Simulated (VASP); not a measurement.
A run of VASP 6.6.1 is set up as follows.

The input INCAR:

```
SYSTEM = Os
ALGO = Normal ; EDIFF = 1E-7
ENCUT = 520 ; GGA = PS
ISIF = 2 ; ISMEAR = 1
LASPH = .True. ; LCHARG = .True.
LELF = .True. ; LREAL = .False.
LVHAR = .True. ; LWAVE = .False.
NBANDS = 10 ; NELM = 80
PREC = Accurate ; SIGMA = 0.05
```

File KPOINTS:

```
k-points
0
Gamma
  10 10 10
  0 0 0
```

The input POSCAR:

```
Os
1.0
    1.5071796638      1.5071796638      1.5071796638
   -1.5071796638      1.5071796638      1.5071796638
   -1.5071796638     -1.5071796638      1.5071796638
Os
1
Direct
    0.0000000000      0.0000000000      0.0000000000
```

Potentials or basis: VASP PAW PBE potentials, release 64 (Os).

Launch:

```sh
$ cat potpaw_PBE.64/Os/POTCAR > POTCAR
$ mpirun -np 1 vasp_std > vasp.out
```

**Question.** Estimate the band gap on the k mesh.

**Answer.** Zero (band 4 reaches 12.60 eV, above the bottom of band 5 at 8.01 eV).

**Question.** Estimate the pressure.

**Answer.** 21.4 GPa.

Caveat: the PAW data sets were made with another functional, which shifts forces and pressure a little; spin-orbit coupling is left out, which moves the levels of the heavy elements.
